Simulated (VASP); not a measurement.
Runs of VASP 6.6.1 on TaN. The structure is that of space group P-62m (No. 189), or close to it. The cells are those of the table. 

```tsv
cell	gap on the mesh (eV)	pressure (GPa)	largest force (eV/Å)
a = 5.315, b = 5.315, c = 2.977 Å, angles 90.0, 90.0, 120.0°, 6 atoms	none	-26.6	0.33
a = 5.108, b = 5.108, c = 2.862 Å, angles 90.0, 90.0, 120.0°, 6 atoms	none	9.8	0.16
a = 5.213, b = 5.213, c = 2.921 Å, angles 90.0, 90.0, 120.0°, 6 atoms	none	(a)	0.11
a = 5.161, b = 5.161, c = 2.891 Å, angles 90.0, 90.0, 120.0°, 6 atoms	none	-1.7	0.02
a = 5.264, b = 5.264, c = 2.949 Å, angles 90.0, 90.0, 120.0°, 6 atoms	none	(b)	0.22
```

Alike in all rows: task single point; level LDA; potentials or basis VASP PAW LDA potentials, release 64 (Ta_pv, N); no spin polarisation; k mesh 5 × 5 × 8; cutoff (eV) 520; smearing methfessel-paxton 0.1 eV.

**Question.** Fill in the values left out.

**Answer.** (a) -11.4; (b) -19.6.

Caveats: spin-orbit coupling is left out, which moves the levels of the heavy elements; the cell stands under tension (at least some runs); the cell stands under pressure (at least some runs).

A k mesh can miss the band edges, and the runs leave out spin-orbit coupling on Ta.

A gap of «none» marks levels without a gap at the run's occupations.
